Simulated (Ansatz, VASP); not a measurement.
**One calculation of TaN, two programs**

```
Ta N
1.0
     5.14404    0.00000    0.00000
    -2.57202    4.45487    0.00000
     0.00000    0.00000    2.91100
Ta N
3 3
Direct
  0.33333 0.66667 0.50000
  0.66667 0.33333 0.50000
  0.00000 0.00000 0.00000
  0.39285 0.00000 0.00000
  0.60715 0.60715 0.00000
  0.00000 0.39285 0.00000
```

Change from the starting cell: equal xx and yy strain of -1 %.

Alike in both runs: task single point; functional PBE; k mesh 6 × 6 × 9; occupations fermi-dirac, width 0.01 eV; no spin polarisation.

|  | VASP | Ansatz |
| --- | --- | --- |
| version | VASP 6.6.1 | Ansatz 0.2.0 |
| potentials or method | VASP PAW PBE potentials, release 64 (Ta_pv, N), cutoff 520 eV | all-electron LAPW, scalar-relativistic |

```tsv
	VASP	Ansatz	Ansatz less VASP
pressure (GPa)	12.6	11.8	-0.83
traceless stress, the component that is largest in VASP (GPa)	-3.30	-3.16	+0.141
rms of the force components (eV/Å)	0.088	0.076	-0.0113
```

Atom by atom the forces differ by 0.011 eV/Å (rms over components). Ansatz ran all-electron here, and VASP with PAW potentials.

Neither program's run includes spin-orbit coupling.
